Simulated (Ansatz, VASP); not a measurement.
# Two plane-wave programs on LiCl

Contents of INCAR:

```
SYSTEM = LiCl
ALGO     = Normal         ! electronic algorithm
EDIFF    = 1E-6           ! SCF threshold, eV
ENCUT    = 520            ! plane-wave cutoff, eV
GGA      = CA             ! functional
ISIF     = 2              ! what is computed and relaxed
ISMEAR   = 0              ! smearing method
LASPH    = .TRUE.         ! aspherical terms in the spheres
LCHARG   = .FALSE.        ! write CHGCAR
LREAL    = .FALSE.        ! projectors in reciprocal space
LWAVE    = .FALSE.        ! write WAVECAR
NBANDS   = 12             ! bands
NELM     = 100            ! most SCF steps
PREC     = Accurate       ! precision mode
SIGMA    = 0.05           ! smearing width, eV
```

The input KPOINTS:

```
k-points
0
G
  8 8 8
  0 0 0
```

File POSCAR:

```
LiCl
1.0
    0.0320595000      2.5647600000      2.5647600000
    2.5968195000      0.0000000000      2.5968195000
    2.5647600000      2.5647600000      0.0320595000
Li Cl
1 1
Direct
    0.0000000000      0.0000000000      0.0000000000
    0.5000000000      0.5000000000      0.5000000000
```

Input for Ansatz:

```yaml
crystal:
  lattice:
    - [0.0320595, 2.56476, 2.56476]
    - [2.5968195, 0.0, 2.5968195]
    - [2.56476, 2.56476, 0.0320595]
  atoms:
    - { symbol: Li, position: [0.0, 0.0, 0.0] }
    - { symbol: Cl, position: [0.5, 0.5, 0.5] }
basis:
  ecutwfc: 420
kpoints:
  mp_grid: { grid: [8, 8, 8] }
hamiltonian:
  xc: lda
scf:
  occupations: { method: gaussian, width: 0.05 }
output:
  forces: true
  stress: true
  eigenvalues: true
```

Change from the starting cell: strain +0.0250 x Voigt [0, 0, 0, 0, 1, 0], atoms carried along.

Alike in both runs: task single point; functional LDA; k mesh 8 × 8 × 8; occupations gaussian, width 0.05 eV; no spin polarisation.

|  | VASP | Ansatz |
| --- | --- | --- |
| version | VASP 6.6.1 | Ansatz 0.2.0 |
| potentials or method | VASP PAW LDA potentials, release 64 (Li_sv, Cl), cutoff 520 eV | scalar-relativistic, plane waves, PAW |
| valence electrons in the cell | 10 | 10 |

Ansatz gave:

* gap on the k mesh at the Fermi level (eV): 5.91
* least direct gap on the mesh (eV): 5.91

Problem. Estimate VASP's values.

Solution. gap on the k mesh at the Fermi level (eV): 5.92; least direct gap on the mesh (eV): 5.92.

LDA's correlation is that of Perdew and Zunger in VASP and of Perdew and Wang (1992) in Ansatz.

Noted on VASP's run: the cutoff is short for stress, so the pressure is rough.
